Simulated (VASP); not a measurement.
# RbCl (Fm-3m) in VASP: single point with PBE

Aim: the single point of RbCl with PBE.

Everything below comes from runs of VASP 6.6.1. Logs are shortened: lines on timing, memory, paths and dates and some standing lists are left out, and cuts for length are marked.

**1. The cell of the first run**

Symmetry: Fm-3m, No. 225, cubic system. Conventional cell: a = 6.135 Å, b = 6.135 Å, c = 6.135 Å, α = 90.00°, β = 90.00°, γ = 90.00°. Within 4.0 Å of Rb (site symmetry m-3m) lie 6 Cl at 3.07 Å. Cl (site symmetry m-3m) has 6 Rb at 3.07 Å within 4.0 Å.

**2. Single point, PBE (Li replaced by Rb, lengths x 1.240, strained)**

Contents of INCAR:

```
SYSTEM = RbCl
PREC = Accurate
ENCUT = 500
EDIFF = 1E-6
ISMEAR = 0
SIGMA = 0.02
LREAL = .FALSE.
LASPH = .TRUE.
NELM = 120
ALGO = Normal
ISIF = 2
LWAVE = .FALSE.
LCHARG = .TRUE.
GGA = PE
LELF = .TRUE.
LVHAR = .TRUE.
NBANDS = 15
GGA_COMPAT = .FALSE.
```

Contents of KPOINTS:

```
Automatic mesh
0
G
  6 6 6
  0 0 0
```

Contents of POSCAR:

```
RbCl
1.0
    0.0000000000      3.0676560890      3.0676560890
    3.0676560890      0.0000000000      3.0676560890
    3.0676560890      3.0676560890      0.0000000000
Rb Cl
1 1
Direct
    0.0000000000      0.0000000000      0.0000000000
    0.5000000000      0.5000000000      0.5000000000
```

Potentials or basis: VASP PAW PBE potentials, release 64 (Rb_sv, Cl).

The run is started by

```console
> cat potpaw_PBE.64/Rb_sv/POTCAR potpaw_PBE.64/Cl/POTCAR > POTCAR
> mpirun -np 1 vasp_std > vasp.out
```

OUTCAR:

```text
SYSTEM = RbCl
   PREC = Accurate
   ENCUT = 500
   EDIFF = 1E-6
   ISMEAR = 0
   LREAL = .FALSE.
   LASPH = .TRUE.
   NELM = 120
   ISIF = 2
   GGA = PE

 ion  position               nearest neighbor table
   1  0.000  0.000  0.000-   2 3.07   2 3.07   2 3.07   2 3.07   2 3.07   2 3.07
   2  0.500  0.500  0.500-   1 3.07   1 3.07   1 3.07   1 3.07   1 3.07   1 3.07

  LATTYP: Found a face centered cubic cell.
 ALAT       =     6.1353121780

  Lattice vectors:

 A1 = (   0.0000000000,   3.0676560890,   3.0676560890)
 A2 = (   3.0676560890,   0.0000000000,   3.0676560890)
 A3 = (   3.0676560890,   3.0676560890,   0.0000000000)

Analysis of symmetry for initial positions (statically):
=====================================================================
 Subroutine PRICEL returns:
 Original cell was already a primitive cell.

 Routine SETGRP: Setting up the symmetry group for a
 face centered cubic supercell.

 Subroutine GETGRP returns: Found 48 space group operations
 (whereof 48 operations were pure point group operations)
 out of a pool of 48 trial point group operations.

The static configuration has the point symmetry O_h .

Analysis of symmetry for dynamics (positions and initial velocities):
=====================================================================
 Subroutine PRICEL returns:
 Original cell was already a primitive cell.

 Routine SETGRP: Setting up the symmetry group for a
 face centered cubic supercell.

 Subroutine GETGRP returns: Found 48 space group operations
 (whereof 48 operations were pure point group operations)
 out of a pool of 48 trial point group operations.

The dynamic configuration has the point symmetry O_h .

 Subroutine INISYM returns: Found 48 space group operations
 (whereof 48 operations are pure point group operations),
 and found     1 'primitive' translations

----------------------------------------------------------------------------------------

                                     Primitive cell

  volume of cell :      57.7364

  direct lattice vectors                    reciprocal lattice vectors
     0.000000000  3.067656089  3.067656089    -0.162990891  0.162990891  0.162990891
     3.067656089  0.000000000  3.067656089     0.162990891 -0.162990891  0.162990891
     3.067656089  3.067656089  0.000000000     0.162990891  0.162990891 -0.162990891

  length of vectors
     4.338320846  4.338320846  4.338320846     0.282308505  0.282308505  0.282308505

  position of ions in fractional coordinates (direct lattice)
     0.000000000  0.000000000  0.000000000
     0.500000000  0.500000000  0.500000000

  ion indices of the primitive-cell ions
   primitive index   ion index
                 1           1
                 2           2

----------------------------------------------------------------------------------------

 KPOINTS: Automatic mesh

Automatic generation of k-mesh.
 Grid dimensions read from file:
 generate k-points for:    6    6    6

 Generating k-lattice:

  Cartesian coordinates                     Fractional coordinates (reciprocal lattice)
    -0.027165149  0.027165149  0.027165149     0.166666667  0.000000000  0.000000000
     0.027165149 -0.027165149  0.027165149     0.000000000  0.166666667  0.000000000
     0.027165149  0.027165149 -0.027165149     0.000000000  0.000000000  0.166666667

  Length of vectors
     0.047051417  0.047051417  0.047051417

  Shift w.r.t. Gamma in fractional coordinates (k-lattice)
     0.000000000  0.000000000  0.000000000

 Subroutine IBZKPT returns following result:
 ===========================================

 Found     16 irreducible k-points:

 Following reciprocal coordinates:
            Coordinates               Weight
  0.000000  0.000000  0.000000      1.000000
  0.166667  0.000000  0.000000      8.000000
  0.333333  0.000000  0.000000      8.000000
  0.500000  0.000000  0.000000      4.000000
  0.166667  0.166667  0.000000      6.000000
  0.333333  0.166667  0.000000     24.000000
[... 8 lines left out ...]
 -0.333333  0.333333  0.166667     24.000000
 -0.333333  0.500000  0.166667     12.000000
   k-points           NKPTS =     16   k-points in BZ     NKDIM =     16   number of bands    NBANDS=     15
   number of dos      NEDOS =    301   number of ions     NIONS =      2
   total plane-waves  NPLWV =  32768
   dimension x,y,z NGX =    32 NGY =   32 NGZ =   32
   dimension x,y,z NGXF=    64 NGYF=   64 NGZF=   64
   ions per type =               1   1
   NGX,Y,Z   is equivalent  to a cutoff of  12.26, 12.26, 12.26 a.u.
   NGXF,Y,Z  is equivalent  to a cutoff of  24.53, 24.53, 24.53 a.u.
 SYSTEM =  RbCl
   PREC   = accura    normal or accurate (medium, high low for compatibility)
   ISTART =      0    job   : 0-new  1-cont  2-samecut
   ICHARG =      2    charge: 1-file 2-atom 10-const
   ISPIN  =      1    spin polarized calculation?
   LNONCOLLINEAR =      F non collinear calculations
   LSORBIT =      F    spin-orbit coupling
   LASPH  =      T    aspherical Exc in radial PAW
   ENCUT  =  500.0 eV  36.75 Ry    6.06 a.u.   7.91  7.91  7.91*2*pi/ulx,y,z
   NELM   =    120;   NELMIN=  2; NELMDL= -5     # of ELM steps
   EDIFF  = 0.1E-05   stopping-criterion for ELM
   LREAL  =      F    real-space projection
   EDIFFG = 0.1E-04   stopping-criterion for IOM
   NSW    =      0    number of steps for IOM
   IBRION =     -1    ionic relax: 0-MD 1-quasi-New 2-CG
   NFREE  =      0    steps in history (QN), initial steepest desc. (CG)
   ISIF   =      2    stress and relaxation
   ISYM   =      2    0-nonsym 1-usesym 2-fastsym
   POTIM  = 0.5000    time-step for ionic-motion
   TEBEG  =    0.0;   TEEND  =   0.0 temperature during run
   PSTRESS=    0.0 pullay stress
   NELECT =      16.0000    total number of electrons
   NUPDOWN=      -1.0000    fix difference up-down
   EMIN   =  10.00;   EMAX   =-10.00  energy-range for DOS
   EFERMI =   0.00;   METHOD = LEGACY
   ISMEAR =     0;   SIGMA  =   0.02  broadening in eV -4-tet -1-fermi 0-gaus
   EFERMI_NEDOS =   21; number of points for ismear=-14 and -15
   IALGO  =     38    algorithm
   IMIX   =      4    mixing-type and parameters
     AMIX     =   0.40;   BMIX     =  1.00
     AMIX_MAG =   1.60;   BMIX_MAG =  1.00
  volume/ion in A,a.u.               =      28.87       194.81
  Fermi-wavevector in a.u.,A,eV,Ry     =   1.067329  2.016959 15.499626  1.139190
  Thomas-Fermi vector in A             =   2.202942
   LORBIT       =      0    0 simple, 1 ext, 2 COOP (PROOUT), +10 PAW based schemes
   GGA     = PE    functional components
   LHFCALC =     F    Hartree Fock is set to
   AEXX    =    0.0000 exact exchange contribution
   IVDW    =     0    specifies the selected vdW correction
   LEPSILON=     F    determine dielectric tensor
   LRPA    =     F    only Hartree local field effects (RPA)
 non-spin polarized calculation
 Gauss-broadening in eV      SIGMA  =   0.02
  energy-cutoff  :      500.00
  volume of cell :       57.74
 maximum number of plane-waves:      1484
   NGX = 15   NGY = 15   NGZ = 15

 number of electron      16.0000001 magnetization

 Free energy of the ion-electron system (eV)
  ---------------------------------------------------
  ext. energy  EPLUGINS =         0.00000000
  ---------------------------------------------------
  free energy    TOTEN  =        -6.36761681 eV

  energy without entropy =       -6.36761681  energy(sigma->0) =       -6.36761681

 E-fermi :  -0.7398     XC(G=0):  -8.2413

 val. band max:       -0.9370274883   @ k =   0.0000   0.0000   0.0000
 cond. band min:       4.8134521991   @ k =   0.0000   0.0000   0.0000
 fundamental gap:      5.7504796875
 Fermi energy:        -0.7398481250

 k-point     1 :       0.0000    0.0000    0.0000
  band No.  band energies     occupation
      1     -24.4396      2.00000
      2     -13.1659      2.00000
      3      -8.4781      2.00000
      4      -8.4781      2.00000
      5      -8.4781      2.00000
      6      -0.9370      2.00000
      7      -0.9370      2.00000
      8      -0.9370      2.00000
      9       4.8135      0.00000
     10       7.0982      0.00000
     11       7.0982      0.00000
     12       7.0982      0.00000
     13       8.2329      0.00000
     14       8.2329      0.00000
     15      11.7763      0.00000

 k-point     2 :       0.1667    0.0000    0.0000
  band No.  band energies     occupation
      1     -24.4279      2.00000
      2     -13.2116      2.00000
      3      -8.4815      2.00000
      4      -8.4815      2.00000
      5      -8.4474      2.00000
      6      -1.3054      2.00000
      7      -1.0942      2.00000
      8      -1.0942      2.00000
      9       5.5754      0.00000
     10       6.9673      0.00000
     11       7.5248      0.00000
     12       7.5248      0.00000
     13       8.8080      0.00000
     14       8.8080      0.00000
     15      13.0472      0.00000

 k-point     3 :       0.3333    0.0000    0.0000
  band No.  band energies     occupation
      1     -24.4043      2.00000
      2     -13.3015      2.00000
      3      -8.4878      2.00000
      4      -8.4878      2.00000
      5      -8.3869      2.00000
      6      -1.9075      2.00000
      7      -1.3826      2.00000
      8      -1.3826      2.00000
      9       6.9517      0.00000
     10       7.2966      0.00000
     11       8.7229      0.00000
     12       8.7229      0.00000
     13      10.2415      0.00000
     14      10.2415      0.00000
     15      13.3389      0.00000

 k-point     4 :       0.5000    0.0000    0.0000
  band No.  band energies     occupation
      1     -24.3924      2.00000
      2     -13.3458      2.00000
      3      -8.4907      2.00000
      4      -8.4907      2.00000
      5      -8.3570      2.00000
      6      -2.1667      2.00000
      7      -1.5162      2.00000
      8      -1.5162      2.00000
      9       7.5146      0.00000
     10       7.7863      0.00000
     11       9.9622      0.00000
     12       9.9622      0.00000
     13      11.1506      0.00000
     14      11.1506      0.00000
     15      12.4478      0.00000
[... 163 lines left out ...]
 k-point    14 :       0.5000    0.3333    0.1667
  band No.  band energies     occupation
      1     -24.3901      2.00000
      2     -13.2353      2.00000
      3      -8.7196      2.00000
      4      -8.6508      2.00000
      5      -8.4617      2.00000
      6      -1.7107      2.00000
      7      -1.3727      2.00000
      8      -1.0759      2.00000
      9       6.2397      0.00000
     10       7.5231      0.00000
     11       9.3361      0.00000
     12       9.9536      0.00000
     13      10.5022      0.00000
     14      10.9499      0.00000
     15      12.0494      0.00000

 k-point    15 :      -0.3333    0.3333    0.1667
  band No.  band energies     occupation
      1     -24.3827      2.00000
      2     -13.2274      2.00000
      3      -8.7785      2.00000
      4      -8.7549      2.00000
      5      -8.4242      2.00000
      6      -1.7116      2.00000
      7      -1.2679      2.00000
      8      -1.2192      2.00000
      9       7.0936      0.00000
     10       7.1724      0.00000
     11       9.5942      0.00000
     12       9.7196      0.00000
     13      10.9934      0.00000
     14      11.9628      0.00000
     15      12.1759      0.00000

 k-point    16 :      -0.3333    0.5000    0.1667
  band No.  band energies     occupation
      1     -24.3797      2.00000
      2     -13.1671      2.00000
      3      -8.9502      2.00000
      4      -8.7815      2.00000
      5      -8.4912      2.00000
      6      -1.4673      2.00000
      7      -1.1530      2.00000
      8      -1.0736      2.00000
      9       5.9339      0.00000
     10       8.1889      0.00000
     11       8.9306      0.00000
     12       9.8768      0.00000
     13      10.7766      0.00000
     14      11.8208      0.00000
     15      12.7039      0.00000

------------------------ aborting loop because EDIFF is reached ----------------------------------------

  FORCE on cell =-STRESS in cart. coord.  units (eV):
  Direction    XX          YY          ZZ          XY          YZ          ZX
  --------------------------------------------------------------------------------------
  -------------------------------------------------------------------------------------
  Total        2.6227650      2.6227650      2.6227650      0.0000000      0.0000000      0.0000000
  in kB       72.7813236     72.7813236     72.7813236      0.0000000      0.0000000      0.0000000
  external PRESSURE =      72.7813236 kB  Pullay stress =       0.0000000 kB

 VOLUME and BASIS-vectors are now :
 -----------------------------------------------------------------------------
  energy-cutoff  :      500.00
  volume of cell :       57.74
      direct lattice vectors                 reciprocal lattice vectors
     0.000000000  3.067656089  3.067656089    -0.162990891  0.162990891  0.162990891
     3.067656089  0.000000000  3.067656089     0.162990891 -0.162990891  0.162990891
     3.067656089  3.067656089  0.000000000     0.162990891  0.162990891 -0.162990891

 POSITION                                       TOTAL-FORCE (eV/Angst)
 -----------------------------------------------------------------------------------
      0.00000      0.00000      0.00000        -0.000000      0.000000     -0.000000
      3.06766      3.06766      3.06766         0.000000     -0.000000      0.000000
 -----------------------------------------------------------------------------------
    total drift:                                0.000000     -0.000000     -0.000000

  FREE ENERGIE OF THE ION-ELECTRON SYSTEM (eV)
  ---------------------------------------------------
  free  energy   TOTEN  =        -6.3676168127 eV

  energy  without entropy=       -6.3676168127  energy(sigma->0) =       -6.36761681
```

Run time: 7.5 s. Hardware: 1 thread of Intel Xeon Platinum 8488C (Sapphire Rapids), shared host; peak memory 0.17 GiB.

What came out:

```yaml
Free_energy: -6.3676 eV
Pressure: 7.3 GPa
Band_gap_on_the_k_mesh: 5.75 eV, direct
```

Caveat: the cell differs from its parent crystal (Li replaced by Rb, lengths x 1.240, strained). A k mesh can miss the band edges.
